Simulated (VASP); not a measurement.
Wanted: the native input for a VASP 6.6.1 run.

```yaml
Task: single point
Functional: RPBE
Potentials_or_basis: VASP PAW PBE potentials, release 64 (Si)
Cutoff: 520 eV
k_mesh: 16 × 16 × 16
Occupations: fermi-dirac, width 0.1 eV
Spin: no spin polarisation
Dipole_correction: no
Further_INCAR_settings: ALGO = Normal; EDIFF = 1e-06; NBANDS = 8
```

The structure of Si lies in POSCAR:

```
Si
1.0
   -1.5041821828      1.5041821828      1.5041821828
    1.5041821828     -1.5041821828      1.5041821828
    1.5041821828      1.5041821828     -1.5041821828
Si
1
Direct
    0.0000000000      0.0000000000      0.0000000000
```

This cell differs from its parent crystal: volume scaled by 0.92.

The input as run:

INCAR

```
SYSTEM = Si
ALGO     = Normal         ! electronic algorithm
EDIFF    = 1E-6           ! SCF threshold, eV
ENCUT    = 520            ! plane-wave cutoff, eV
GGA      = RP             ! functional
ISIF     = 2              ! what is computed and relaxed
ISMEAR   = -1             ! smearing method
LASPH    = .TRUE.         ! aspherical terms in the spheres
LCHARG   = .FALSE.        ! write CHGCAR
LREAL    = .FALSE.        ! projectors in reciprocal space
LWAVE    = .FALSE.        ! write WAVECAR
NBANDS   = 8              ! bands
NELM     = 80             ! most SCF steps
PREC     = Accurate       ! precision mode
SIGMA    = 0.1            ! smearing width, eV
```

KPOINTS

```
k-points
0
G
  16 16 16
  0 0 0
```

Potentials or basis: VASP PAW PBE potentials, release 64 (Si).

Command:

```console
$ cat potpaw_PBE.64/Si/POTCAR > POTCAR
$ mpirun -np 1 vasp_std > vasp.out
```

Results of the run:

```json
{
 "Pressure": "8.9 GPa",
 "Band gap on the k mesh": "zero (band 2 reaches 23.41 eV, above the bottom of band 3 at 6.60 eV)"
}
```

Caveat: the PAW data sets were made with another functional, which shifts forces and pressure a little.

Wall time 4.3 s on 1 thread of Intel(R) Xeon(R) 6975P-C (Granite Rapids), with other jobs on the host, peak memory 0.12 GiB.
